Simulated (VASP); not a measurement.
Zn, 6 atoms in the cell. The cell holds a slab with vacuum, 6 atoms: a = 2.575 Å, b = 4.711 Å, c = 21.203 Å, α = 90.00°, β = 90.00°, γ = 90.00°. 

| Property | Result |
| --- | --- |
| Program | VASP 6.6.1 |
| Task | single point |
| Functional | LDA |
| Potentials or basis | VASP PAW LDA potentials, release 64 (Zn) |
| Cutoff | 520 eV |
| k mesh | 14 × 8 × 1 |
| Occupations | fermi-dirac, width 0.08 eV |
| Spin | no spin polarisation |
| Dipole correction | yes |
| Further INCAR settings | ALGO = Normal; EDIFF = 1e-07; NBANDS = 45 |

Potentials or basis: VASP PAW LDA potentials, release 64 (Zn).

The run is started by

```console
$ cat potpaw_LDA.64/Zn/POTCAR > POTCAR
$ mpirun -np 1 vasp_std > vasp.out
```

Hardware: 1 thread of AMD EPYC 9R45 96-Core Processor (Zen 5), on a shared host.

Estimate the wall time of this run.

Run time: 6.3 min on 1 thread of AMD EPYC 9R45 96-Core Processor (Zen 5) (shared host), peak memory 0.43 GiB. Counts: scf iterations 21, k points 40.
